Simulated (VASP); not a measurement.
Input of a VASP 6.6.1 run:

File INCAR:

```
SYSTEM = Sb
ALGO = Normal
EDIFF = 1E-7
ENCUT = 520
GGA = PE
ISIF = 2
ISMEAR = 0
LASPH = .True.
LCHARG = .False.
LREAL = .False.
LWAVE = .False.
NBANDS = 8
NELM = 60
PREC = Accurate
SIGMA = 0.1
```

Contents of KPOINTS:

```
k-points
0
Gamma
  10 10 10
  0 0 0
```

POSCAR

```
Sb
1.0
   -1.8713408863      1.8713408863      1.8713408863
    1.8713408863     -1.8713408863      1.8713408863
    1.8713408863      1.8713408863     -1.8713408863
Sb
1
Direct
    0.0000000000      0.0000000000      0.0000000000
```

Potentials or basis: VASP PAW PBE potentials, release 64 (Sb).

The run is started by

```bash
$ cat potpaw_PBE.64/Sb/POTCAR > POTCAR
$ mpirun -np 1 vasp_std > vasp.out
```

(1) What does it give for the pressure?

Answers

(1) 3.1 GPa.
